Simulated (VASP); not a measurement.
Wanted: the native input for a VASP 6.6.1 run.

- Task: single point
- Functional: PBE
- Dispersion: D3(BJ)
- Potentials or basis: VASP PAW PBE potentials, release 64 (B, O)
- Cutoff: 520 eV
- k mesh: 21 × 21 × 6
- Occupations: gaussian, width 0.15 eV
- Spin: no spin polarisation
- Dipole correction: no
- Further INCAR settings: ALGO = Fast; EDIFF = 1e-06; NBANDS = 21

The structure of B2O lies in POSCAR:

```
B2O
1.0
    2.4393504303      0.0000000000      0.0000000000
   -1.2196752152      2.1125394414      0.0000000000
    0.0000000000      0.0000000000      9.2738060761
B O
4 2
Direct
    0.0000000000      0.0000000000      0.4099026039
    0.0000000000      0.0000000000      0.5900973961
    0.6666666667      0.3333333333      0.0293462865
    0.3333333333      0.6666666667      0.9706537135
    0.6666666667      0.3333333333      0.3525784977
    0.3333333333      0.6666666667      0.6474215023
```

These files were run (other wordings do the same):

INCAR

```
SYSTEM = B2O
  PREC = Accurate
  ENCUT = 520
  EDIFF = 1E-6
  ISMEAR = 0
  SIGMA = 0.15
  LREAL = .False.
  LASPH = .True.
  NELM = 100
  ALGO = Fast
  ISIF = 2
  LWAVE = .False.
  LCHARG = .False.
  GGA = PE
  IVDW = 12
  NBANDS = 21
```

KPOINTS

```
regular mesh
0
Gamma
  21 21 6
  0 0 0
```

Potentials or basis: VASP PAW PBE potentials, release 64 (B, O).

Command:

```console
$ cat potpaw_PBE.64/B/POTCAR potpaw_PBE.64/O/POTCAR > POTCAR
$ mpirun -np 1 vasp_std > vasp.out
```

It gave:

The pressure is 29.1 GPa, the largest force is 1.862 eV/Å and the band gap on the k mesh is zero (bands 12 and 13 overlap by 4.36 eV). The dispersion energy per atom is -0.151 eV.

Caveat: the stress differs along the axes, from 18 to 35 GPa; forces of over 1 eV/Å act on the atoms, so gaps and moduli don't describe the material at rest.

Run time: 6.1 min on 1 thread of Oxide Virtual Turin-like Processor (shared host), peak memory 0.29 GiB.
